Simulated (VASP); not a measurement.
# CsGa (NaTl type) (Fd-3m) in VASP: settings compared, part 3 of 3

VASP 6.6.1.

## 4. Single point, revPBE

File INCAR:

```
SYSTEM = CsGa
  PREC = Accurate
  ENCUT = 520
  EDIFF = 1E-6
  ISMEAR = -1
  SIGMA = 0.05
  LREAL = .False.
  LASPH = .True.
  NELM = 80
  ALGO = Normal
  ISIF = 2
  LWAVE = .False.
  LCHARG = .False.
  GGA = RE
  NBANDS = 30
```

File KPOINTS:

```
Automatic mesh
0
Gamma
  6 6 6
  0 0 0
```

File POSCAR:

```
CsGa
1.0
    0.0000000000      4.0341668935      4.0341668935
    4.0341668935      0.0000000000      4.0341668935
    4.0341668935      4.0341668935      0.0000000000
Cs Ga
2 2
Direct
    0.1250000000      0.1250000000      0.1250000000
   -0.1250000000     -0.1250000000     -0.1250000000
    0.3750000000      0.3750000000      0.3750000000
   -0.3750000000     -0.3750000000     -0.3750000000
```

Potentials or basis: VASP PAW PBE potentials, release 64 (Cs_sv, Ga_d).

Started as:

```sh
$ cat potpaw_PBE.64/Cs_sv/POTCAR potpaw_PBE.64/Ga_d/POTCAR > POTCAR
$ mpirun -np 1 vasp_std > vasp.out
```

OUTCAR:

```text
SYSTEM = CsGa
   PREC = Accurate
   ENCUT = 520
   EDIFF = 1E-6
   ISMEAR = -1
   LREAL = .False.
   LASPH = .True.
   NELM = 80
   ISIF = 2
   GGA = RE

 ion  position               nearest neighbor table
   1  0.125  0.125  0.125-
   2  0.875  0.875  0.875-
   3  0.375  0.375  0.375-
   4  0.625  0.625  0.625-

  LATTYP: Found a face centered cubic cell.
 ALAT       =     8.0683337870

  Lattice vectors:

 A1 = (   0.0000000000,   4.0341668935,   4.0341668935)
 A2 = (   4.0341668935,   0.0000000000,   4.0341668935)
 A3 = (   4.0341668935,   4.0341668935,   0.0000000000)

Analysis of symmetry for initial positions (statically):
=====================================================================
 Subroutine PRICEL returns:
 Original cell was already a primitive cell.

 Routine SETGRP: Setting up the symmetry group for a
 face centered cubic supercell.

 Subroutine GETGRP returns: Found 48 space group operations
 (whereof 12 operations were pure point group operations)
 out of a pool of 48 trial point group operations.

The static configuration has the point symmetry D_3d.
 The point group associated with its full space group is O_h .

Analysis of symmetry for dynamics (positions and initial velocities):
=====================================================================
 Subroutine PRICEL returns:
 Original cell was already a primitive cell.

 Routine SETGRP: Setting up the symmetry group for a
 face centered cubic supercell.

 Subroutine GETGRP returns: Found 48 space group operations
 (whereof 12 operations were pure point group operations)
 out of a pool of 48 trial point group operations.

The dynamic configuration has the point symmetry D_3d.
 The point group associated with its full space group is O_h .

 Subroutine INISYM returns: Found 48 space group operations
 (whereof 12 operations are pure point group operations),
 and found     1 'primitive' translations

----------------------------------------------------------------------------------------

                                     Primitive cell

  volume of cell :     131.3081

  direct lattice vectors                    reciprocal lattice vectors
     0.000000000  4.034166894  4.034166894    -0.123941327  0.123941327  0.123941327
     4.034166894  0.000000000  4.034166894     0.123941327 -0.123941327  0.123941327
     4.034166894  4.034166894  0.000000000     0.123941327  0.123941327 -0.123941327

  length of vectors
     5.705173534  5.705173534  5.705173534     0.214672676  0.214672676  0.214672676

  position of ions in fractional coordinates (direct lattice)
     0.125000000  0.125000000  0.125000000
     0.875000000  0.875000000  0.875000000
     0.375000000  0.375000000  0.375000000
     0.625000000  0.625000000  0.625000000

  ion indices of the primitive-cell ions
   primitive index   ion index
                 1           1
                 2           2
                 3           3
                 4           4

----------------------------------------------------------------------------------------

 KPOINTS: Automatic mesh

Automatic generation of k-mesh.
 Grid dimensions read from file:
 generate k-points for:    6    6    6

 Generating k-lattice:

  Cartesian coordinates                     Fractional coordinates (reciprocal lattice)
    -0.020656888  0.020656888  0.020656888     0.166666667  0.000000000  0.000000000
     0.020656888 -0.020656888  0.020656888     0.000000000  0.166666667  0.000000000
     0.020656888  0.020656888 -0.020656888     0.000000000  0.000000000  0.166666667

  Length of vectors
     0.035778779  0.035778779  0.035778779

  Shift w.r.t. Gamma in fractional coordinates (k-lattice)
     0.000000000  0.000000000  0.000000000

 Subroutine IBZKPT returns following result:
 ===========================================

 Found     16 irreducible k-points:

 Following reciprocal coordinates:
            Coordinates               Weight
  0.000000  0.000000  0.000000      1.000000
  0.166667  0.000000  0.000000      8.000000
  0.333333  0.000000  0.000000      8.000000
  0.500000  0.000000  0.000000      4.000000
  0.166667  0.166667  0.000000      6.000000
  0.333333  0.166667  0.000000     24.000000
[... 8 lines left out ...]
 -0.333333  0.333333  0.166667     24.000000
 -0.333333  0.500000  0.166667     12.000000
   k-points           NKPTS =     16   k-points in BZ     NKDIM =     16   number of bands    NBANDS=     30
   number of dos      NEDOS =    301   number of ions     NIONS =      4
   total plane-waves  NPLWV =  74088
   dimension x,y,z NGX =    42 NGY =   42 NGZ =   42
   dimension x,y,z NGXF=    84 NGYF=   84 NGZF=   84
   ions per type =               2   2
   NGX,Y,Z   is equivalent  to a cutoff of  12.24, 12.24, 12.24 a.u.
   NGXF,Y,Z  is equivalent  to a cutoff of  24.48, 24.48, 24.48 a.u.
 SYSTEM =  CsGa
   PREC   = accura    normal or accurate (medium, high low for compatibility)
   ISTART =      0    job   : 0-new  1-cont  2-samecut
   ICHARG =      2    charge: 1-file 2-atom 10-const
   ISPIN  =      1    spin polarized calculation?
   LNONCOLLINEAR =      F non collinear calculations
   LSORBIT =      F    spin-orbit coupling
   LASPH  =      T    aspherical Exc in radial PAW
   ENCUT  =  520.0 eV  38.22 Ry    6.18 a.u.  10.61 10.61 10.61*2*pi/ulx,y,z
   NELM   =     80;   NELMIN=  2; NELMDL= -5     # of ELM steps
   EDIFF  = 0.1E-05   stopping-criterion for ELM
   LREAL  =      F    real-space projection
   EDIFFG = 0.1E-04   stopping-criterion for IOM
   NSW    =      0    number of steps for IOM
   IBRION =     -1    ionic relax: 0-MD 1-quasi-New 2-CG
   NFREE  =      0    steps in history (QN), initial steepest desc. (CG)
   ISIF   =      2    stress and relaxation
   ISYM   =      2    0-nonsym 1-usesym 2-fastsym
   POTIM  = 0.5000    time-step for ionic-motion
   TEBEG  =    0.0;   TEEND  =   0.0 temperature during run
   PSTRESS=    0.0 pullay stress
   NELECT =      44.0000    total number of electrons
   NUPDOWN=      -1.0000    fix difference up-down
   EMIN   =  10.00;   EMAX   =-10.00  energy-range for DOS
   EFERMI =   0.00;   METHOD = LEGACY
   ISMEAR =    -1;   SIGMA  =   0.05  broadening in eV -4-tet -1-fermi 0-gaus
   EFERMI_NEDOS =   21; number of points for ismear=-14 and -15
   IALGO  =     38    algorithm
   IMIX   =      4    mixing-type and parameters
     AMIX     =   0.40;   BMIX     =  1.00
     AMIX_MAG =   1.60;   BMIX_MAG =  1.00
  volume/ion in A,a.u.               =      32.83       221.53
  Fermi-wavevector in a.u.,A,eV,Ry     =   1.137091  2.148790 17.592004  1.292976
  Thomas-Fermi vector in A             =   2.273796
   LORBIT       =      0    0 simple, 1 ext, 2 COOP (PROOUT), +10 PAW based schemes
   GGA     = RE    functional components
   LHFCALC =     F    Hartree Fock is set to
   AEXX    =    0.0000 exact exchange contribution
   IVDW    =     0    specifies the selected vdW correction
   LEPSILON=     F    determine dielectric tensor
   LRPA    =     F    only Hartree local field effects (RPA)
 non-spin polarized calculation
  energy-cutoff  :      520.00
  volume of cell :      131.31
 maximum number of plane-waves:      3582
   NGX = 21   NGY = 21   NGZ = 21

 number of electron      44.0000025 magnetization

 Free energy of the ion-electron system (eV)
  ---------------------------------------------------
  ext. energy  EPLUGINS =         0.00000000
  ---------------------------------------------------
  free energy    TOTEN  =        -5.39922925 eV

  energy without entropy =       -5.38730787  energy(sigma->0) =       -5.39326856

 E-fermi :   3.4876     XC(G=0):  -9.0683

 val. band max:        3.4545238207   @ k =   0.3333   0.3333   0.0000
 cond. band min:       3.5544343068   @ k =   0.3333   0.0000   0.0000
 fundamental gap:      0.0999104861
 Fermi energy:         3.4876245237

 k-point     1 :       0.0000    0.0000    0.0000
  band No.  band energies     occupation
      1     -19.5844      2.00000
      2     -18.8799      2.00000
      3     -11.2019      2.00000
      4     -11.2019      2.00000
      5     -11.2019      2.00000
      6     -11.1971      2.00000
[... 517 lines left out ...]
     29       7.8843      0.00000
     30       7.8843      0.00000

------------------------ aborting loop because EDIFF is reached ----------------------------------------

  FORCE on cell =-STRESS in cart. coord.  units (eV):
  Direction    XX          YY          ZZ          XY          YZ          ZX
  --------------------------------------------------------------------------------------
  -------------------------------------------------------------------------------------
  Total        2.6464976      2.6464976      2.6464976      0.0000000     -0.0000000     -0.0000000
  in kB       32.2916699     32.2916699     32.2916699      0.0000000     -0.0000000     -0.0000000
  external PRESSURE =      32.2916699 kB  Pullay stress =       0.0000000 kB

 VOLUME and BASIS-vectors are now :
 -----------------------------------------------------------------------------
  energy-cutoff  :      520.00
  volume of cell :      131.31
      direct lattice vectors                 reciprocal lattice vectors
     0.000000000  4.034166894  4.034166894    -0.123941327  0.123941327  0.123941327
     4.034166894  0.000000000  4.034166894     0.123941327 -0.123941327  0.123941327
     4.034166894  4.034166894  0.000000000     0.123941327  0.123941327 -0.123941327

 POSITION                                       TOTAL-FORCE (eV/Angst)
 -----------------------------------------------------------------------------------
      1.00854      1.00854      1.00854        -0.000000      0.000000     -0.000000
      7.05979      7.05979      7.05979        -0.000000      0.000000      0.000000
      3.02563      3.02563      3.02563         0.000000     -0.000000     -0.000000
      5.04271      5.04271      5.04271        -0.000000     -0.000000      0.000000
 -----------------------------------------------------------------------------------
    total drift:                               -0.000000      0.000000      0.000000

  FREE ENERGIE OF THE ION-ELECTRON SYSTEM (eV)
  ---------------------------------------------------
  free  energy   TOTEN  =        -5.3992292454 eV

  energy  without entropy=       -5.3873078693  energy(sigma->0) =       -5.39326856
```

Wall time 34 s (1 thread of Intel Xeon 6975P-C (Granite Rapids), shared host); peak memory 0.27 GiB.

Results:

* Free energy: -5.3992 eV
* Pressure: 3.2 GPa
* Band gap on the k mesh: zero (bands 22 and 23 overlap by 0.14 eV)

Caveat: the cell stands under pressure; the PAW data sets were made with another functional, which shifts forces and pressure a little; spin-orbit coupling is left out, which moves the levels of the heavy elements.

## 5. Single point, PBEsol+D3(BJ)

File INCAR:

```
PREC = Accurate
ENCUT = 520
EDIFF = 1E-6
ISMEAR = -1
SIGMA = 0.05
LREAL = F
LASPH = T
NELM = 60
ALGO = Normal
ISIF = 2
LWAVE = F
LCHARG = F
GGA = PS
IVDW = 12
NBANDS = 30
```

File KPOINTS:

```
Automatic mesh
0
Gamma
  6 6 6
```

POSCAR is that of step 4.

Started as:

```sh
$ cat potpaw_PBE.64/Cs_sv/POTCAR potpaw_PBE.64/Ga_d/POTCAR > POTCAR
$ mpirun -np 1 vasp_std > vasp.out
```

Run time: 33 s. Hardware: 1 thread of Intel Xeon 6975P-C (Granite Rapids), shared host; peak memory 0.27 GiB.

The run converged. Its results:

```
Free energy                : -8.8836 eV
Pressure                   : -1.2 GPa
Band gap on the k mesh     : zero (bands 22 and 23 overlap by 0.16 eV)
Dispersion energy per atom : -0.278 eV
```

Levels at points of the mesh, in eV from the Fermi level:
```csv
k point,band 19,band 20,band 21,band 22,band 23,band 24,band 25,band 26
"(0.00, 0.00, 0.00)",-6.63,-3.13,-0.17,-0.17,-0.17,1.55,1.55,1.75
"(0.50, 0.00, 0.00)",-5.33,-4.62,-0.74,-0.74,0.14,1.55,1.55,3.31
"(0.50, 0.50, 0.00)",-5.03,-5.03,-0.12,-0.12,1.16,1.16,3.45,3.45
```

Caveat: three body term missing; the PAW data sets were made with another functional, which shifts forces and pressure a little; spin-orbit coupling is left out, which moves the levels of the heavy elements.

## 6. Overview

| level | gap on the mesh (eV) | pressure (GPa) |
| --- | --- | --- |
| PBEsol | none | 0.2 |
| revPBE | none | 3.2 |
| PBEsol+D3(BJ) | none | -1.2 |

Alike in all rows: task single point; potentials or basis VASP PAW PBE potentials, release 64 (Cs_sv, Ga_d); no spin polarisation; cell as given; k mesh 6 × 6 × 6; cutoff (eV) 520; smearing fermi-dirac 0.05 eV.

The pressure there spans -1.2 GPa (PBEsol+D3(BJ)) to 3.2 GPa (revPBE); a positive pressure means that this level wants a larger cell, a negative one a smaller.

Caveats: the PAW data sets were made with another functional, which shifts forces and pressure a little; spin-orbit coupling is left out, which moves the levels of the heavy elements; the cell stands under pressure (at least some runs); three body term missing (at least some runs).

Total energies depend on the potentials used, so only differences within one code and one set of settings carry meaning.
